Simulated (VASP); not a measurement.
Runs of VASP 6.6.1 on ZrC. The structure is that of space group P-6m2 (No. 187), or close to it. The cells are those of the table. 

```tsv
task	cell	k mesh	cutoff (eV)	gap on the mesh (eV)	pressure (GPa)
single point	a = 3.271, b = 3.271, c = 2.933 Å, angles 90.0, 90.0, 120.0°, 2 atoms	12 × 12 × 12	520	none	0.3
single point	a = 3.273, b = 3.301, c = 2.931 Å, angles 90.0, 90.0, 120.9°, 2 atoms	12 × 12 × 12	520	none	0.2
single point	a = 3.297, b = 3.297, c = 2.946 Å, angles 90.0, 90.0, 120.0°, 2 atoms	12 × 12 × 12	520	none	-3.5
relaxation of shape and atoms at fixed volume	relaxed from a = 3.273, b = 3.273, c = 2.931 Å, angles 90.0, 90.0, 120.0°, 2 atoms	12 × 12 × 12	600	none	0.1
single point	a = 3.273, b = 3.273, c = 2.931 Å, angles 90.0, 90.0, 120.0°, 2 atoms	12 × 12 × 12	520	none	0.2
relaxation of shape and atoms at fixed volume	relaxed from a = 3.275, b = 3.275, c = 2.937 Å, angles 90.0, 90.0, 120.0°, 2 atoms	12 × 12 × 12	600	none	-0.5
single point	a = 3.276, b = 3.276, c = 2.934 Å, angles 90.0, 90.0, 120.0°, 2 atoms	12 × 12 × 12	520	none	(a)
single point	a = 3.356, b = 3.356, c = 2.983 Å, angles 90.0, 90.0, 120.0°, 2 atoms	12 × 12 × 12	520	none	(b)
single point	a = 3.221, b = 3.221, c = 2.905 Å, angles 90.0, 90.0, 120.0°, 2 atoms	12 × 12 × 12	520	none	8.6
single point	a = 3.273, b = 3.273, c = 2.931 Å, angles 90.0, 90.0, 120.0°, 2 atoms	18 × 18 × 18	520	none	0.2
single point	a = 3.321, b = 3.321, c = 2.961 Å, angles 90.0, 90.0, 120.0°, 2 atoms	12 × 12 × 12	520	none	-6.8
```

Alike in all rows: level r2SCAN; potentials or basis VASP PAW PBE potentials, release 64 (Zr_sv, C); no spin polarisation; smearing gaussian 0.05 eV.

Question: Estimate the missing entries.

Answer: (a) -0.4; (b) -11.3.

Caveats: the PAW data sets were made with another functional, which shifts forces and pressure a little; the relaxation stopped at its first step, so nothing moved (some runs).

A k mesh can miss the band edges, and the runs leave out spin-orbit coupling on Zr.

A gap of «none» marks levels without a gap at the run's occupations.
